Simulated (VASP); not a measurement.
# MgB2 (P6/mmm) in VASP: further runs, part 2 of 2

VASP 6.6.1. Earlier steps stand in the parts before.

### Step 5. Relaxation of cell and atoms, r2SCAN

Contents of POSCAR:

```
MgB2
1.0
    3.0850000000      0.0000000000      0.0000000000
   -1.5425000000      2.6716883700      0.0000000000
    0.0000000000      0.0000000000      3.5230000000
Mg B
1 2
Direct
    0.0000000000      0.0000000000      0.0000000000
    0.3333333300      0.6666666700      0.5000000000
    0.6666666700      0.3333333300      0.5000000000
```

Contents of INCAR.step1:

```
ALGO = Normal
EDIFF = 1E-4
ENCUT = 600
GGA = PE
ISMEAR = -1
LASPH = T
LCHARG = F
LREAL = F
LWAVE = T
NELM = 80
PREC = Accurate
SIGMA = 0.1
```

Contents of INCAR.step2:

```
ALGO = Normal
EDIFF = 1E-6
EDIFFG = -0.01
ENCUT = 600
IBRION = 2
ISIF = 3
ISMEAR = -1
ISTART = 1
LASPH = T
LCHARG = F
LMIXTAU = T
LREAL = F
LWAVE = F
METAGGA = R2SCAN
NELM = 80
NSW = 80
PREC = Accurate
SIGMA = 0.1
```

Contents of KPOINTS:

```
k-points
0
Gamma
  12 12 9
```

Potentials or basis: VASP PAW PBE potentials, release 64 (Mg, B).

Started as:

```sh
> cat potpaw_PBE.64/Mg/POTCAR potpaw_PBE.64/B/POTCAR > POTCAR
> cp INCAR.step1 INCAR
> mpirun -np 1 vasp_std > vasp.out
> cp INCAR.step2 INCAR
> mpirun -np 1 vasp_std > vasp.out
```

OUTCAR:

```text
EDIFF = 1E-6
   EDIFFG = -0.01
   ENCUT = 600
   IBRION = 2
   ISIF = 3
   ISMEAR = -1
   ISTART = 1
   LASPH = T
   LREAL = F
   METAGGA = R2SCAN
   NELM = 80
   NSW = 80
   PREC = Accurate

 ion  position               nearest neighbor table
   1  0.000  0.000  0.000-   2 2.51   3 2.51   2 2.51   3 2.51   2 2.51   2 2.51   3 2.51   3 2.51
                             3 2.51   3 2.51   2 2.51   2 2.51
   2  0.333  0.667  0.500-   3 1.78   3 1.78   3 1.78   1 2.51   1 2.51   1 2.51   1 2.51   1 2.51
                             1 2.51
   3  0.667  0.333  0.500-   2 1.78   2 1.78   2 1.78   1 2.51   1 2.51   1 2.51   1 2.51   1 2.51
                             1 2.51

  LATTYP: Found a hexagonal cell.
 ALAT       =     3.0850000000
 C/A-ratio  =     1.1419773096

  Lattice vectors:

 A1 = (   3.0850000000,   0.0000000000,   0.0000000000)
 A2 = (  -1.5425000000,   2.6716883700,   0.0000000000)
 A3 = (   0.0000000000,   0.0000000000,   3.5230000000)

Analysis of symmetry for initial positions (statically):
=====================================================================
 Subroutine PRICEL returns:
 Original cell was already a primitive cell.

 Routine SETGRP: Setting up the symmetry group for a
 hexagonal supercell.

 Subroutine GETGRP returns: Found 24 space group operations
 (whereof 24 operations were pure point group operations)
 out of a pool of 24 trial point group operations.

The static configuration has the point symmetry D_6h.

Analysis of symmetry for dynamics (positions and initial velocities):
=====================================================================
 Subroutine PRICEL returns:
 Original cell was already a primitive cell.

 Routine SETGRP: Setting up the symmetry group for a
 hexagonal supercell.

 Subroutine GETGRP returns: Found 24 space group operations
 (whereof 24 operations were pure point group operations)
 out of a pool of 24 trial point group operations.

[... 135 lines left out ...]
  energy-cutoff  :      600.00
  volume of cell :       29.04
 maximum number of plane-waves:       986
 NGX is ok and might be reduce to    28
   NGX = 13   NGY = 13   NGZ = 15

--------------------------------------- Ionic step        1  -------------------------------------------

 number of electron       8.0000000 magnetization

 Free energy of the ion-electron system (eV)
  ---------------------------------------------------
  ext. energy  EPLUGINS =         0.00000000
  ---------------------------------------------------
  free energy    TOTEN  =       -19.41369904 eV

  energy without entropy =      -19.39280090  energy(sigma->0) =      -19.40324997

------------------------ aborting loop because EDIFF is reached ----------------------------------------

  FORCE on cell =-STRESS in cart. coord.  units (eV):
  Direction    XX          YY          ZZ          XY          YZ          ZX
  --------------------------------------------------------------------------------------
  -------------------------------------------------------------------------------------
  Total       -0.5110089     -0.5110089     -0.4056000     -0.0000000      0.0000000     -0.0000000
  in kB      -28.1958633    -28.1958633    -22.3797327     -0.0000000      0.0000000     -0.0000000
  external PRESSURE =     -26.2571531 kB  Pullay stress =       0.0000000 kB
[... 172 lines left out ...]
--------------------------------------- Ionic step        6  -------------------------------------------

 number of electron       8.0000000 magnetization

 Free energy of the ion-electron system (eV)
  ---------------------------------------------------
  ext. energy  EPLUGINS =         0.00000000
  ---------------------------------------------------
  free energy    TOTEN  =       -19.41788113 eV

  energy without entropy =      -19.39734571  energy(sigma->0) =      -19.40761342

 E-fermi :   5.3697     XC(G=0): -11.6040

 val. band max:        5.3462302319   @ k =   0.4167   0.1667   0.1111
 cond. band min:       5.4277553721   @ k =   0.2500   0.2500   0.0000
 fundamental gap:      0.0815251402
 Fermi energy:         5.3696726228

 k-point     1 :       0.0000    0.0000    0.0000
  band No.  band energies     occupation
      1      -7.9337      2.00000
      2       2.2502      2.00000
      3       5.7751      0.03412
      4       5.7751      0.03412
      5       7.4391      0.00000
      6      12.0644      0.00000
      7      12.0644      0.00000
      8      14.0308      0.00000
[... 243 lines left out ...]
 k-point    24 :       0.3333   -0.0000    0.1111
  band No.  band energies     occupation
      1      -5.8126      2.00000
      2      -0.0254      2.00000
      3       3.4134      2.00000
      4       3.5511      2.00000
      5       9.5057      0.00000
      6      10.4543      0.00000
      7      11.4154      0.00000
      8      15.7654      0.00000

 [... further k-points ...]

------------------------ aborting loop because EDIFF is reached ----------------------------------------

  FORCE on cell =-STRESS in cart. coord.  units (eV):
  Direction    XX          YY          ZZ          XY          YZ          ZX
  --------------------------------------------------------------------------------------
  -------------------------------------------------------------------------------------
  Total       -0.0090195     -0.0090195     -0.0037433      0.0000000      0.0000000      0.0000000
  in kB       -0.5063748     -0.5063748     -0.2101595      0.0000000      0.0000000      0.0000000
  external PRESSURE =      -0.4076364 kB  Pullay stress =       0.0000000 kB
[... 18 lines left out ...]
  FREE ENERGIE OF THE ION-ELECTRON SYSTEM (eV)
  ---------------------------------------------------
  free  energy   TOTEN  =       -19.4178811268 eV

  energy  without entropy=      -19.3973457074  energy(sigma->0) =      -19.40761342

 reached required accuracy - stopping structural energy minimisation
```

It took 3.8 min on 1 thread of AMD EPYC 9R45 (Zen 5), shared host; peak memory 0.16 GiB.

What came out:

```
Free energy                            : -19.4179 eV
Relaxed volume                         : 9.51 Å³/atom
Relaxed cell                           : a = 3.069 Å, b = 3.069 Å, c = 3.499 Å, α = 90.00°, β = 90.00°, γ = 120.00°
Space group after relaxing (to 0.05 Å) : P6/mmm (No. 191)
Energy gained by relaxing              : 1.4 meV/atom
Ionic steps                            : 6
Pressure after relaxing                : 0.0 GPa
Band gap on the k mesh                 : zero (band 4 reaches 7.32 eV, above the bottom of band 5 at 3.37 eV)
```

The path:
| step | energy change (eV) | largest force (eV/Å) | pressure (GPa) | volume (Å³) |
| --- | --- | --- | --- | --- |
| 1 | 0.0000 | 0.0000 | -2.63 | 29.04 |
| 2 | -0.0034 | 0.0000 | 1.03 | 28.38 |
| 3 | -0.0040 | 0.0000 | -0.02 | 28.56 |
| 4 | -0.0040 | 0.0000 | -0.07 | 28.57 |
| 5 | -0.0042 | 0.0000 | -0.05 | 28.55 |
| 6 | -0.0042 | 0.0000 | -0.04 | 28.54 |

Final structure:
```xyz
3
Lattice="3.0690 0.0000 0.0000 -1.5345 2.6579 0.0000 0.0000 0.0000 3.4986" Properties=species:S:1:pos:R:3 pbc="T T T"
Mg    0.0000    0.0000    0.0000
B     0.0000    1.7719    1.7493
B     1.5345    0.8860    1.7493
```

Levels at points of the mesh, in eV from the Fermi level:
```csv
k point,band 2,band 3,band 4,band 5,band 6,band 7
"(0.00, 0.00, 0.00)",-3.12,0.41,0.41,2.07,6.69,6.69
"(0.50, 0.00, 0.00)",-8.34,-2.33,0.24,3.37,4.18,5.91
```

Caveat: the PAW data sets were made with another functional, which shifts forces and pressure a little.

### Step 6. Summary

| level | potentials or basis | gap on the mesh (eV) | pressure (GPa) | relaxed volume (Å³/atom) |
| --- | --- | --- | --- | --- |
| PBE | VASP PAW PBE potentials, release 64 (Mg, B) | none | 0.0 | 9.60 |
| PBEsol | VASP PAW PBE potentials, release 64 (Mg, B) | none | 0.0 | 9.47 |
| LDA | VASP PAW LDA potentials, release 64 (Mg, B) | none | 0.0 | 9.15 |
| r2SCAN | VASP PAW PBE potentials, release 64 (Mg, B) | none | 0.0 | 9.51 |

Alike in all rows: task relaxation of cell and atoms; no spin polarisation; cell relaxed; k mesh 12 × 12 × 9; cutoff (eV) 600; smearing fermi-dirac 0.1 eV.

Caveats: the PAW data sets were made with another functional, which shifts forces and pressure a little (some runs).

Absolute energies hang on the potentials; compare differences alone.
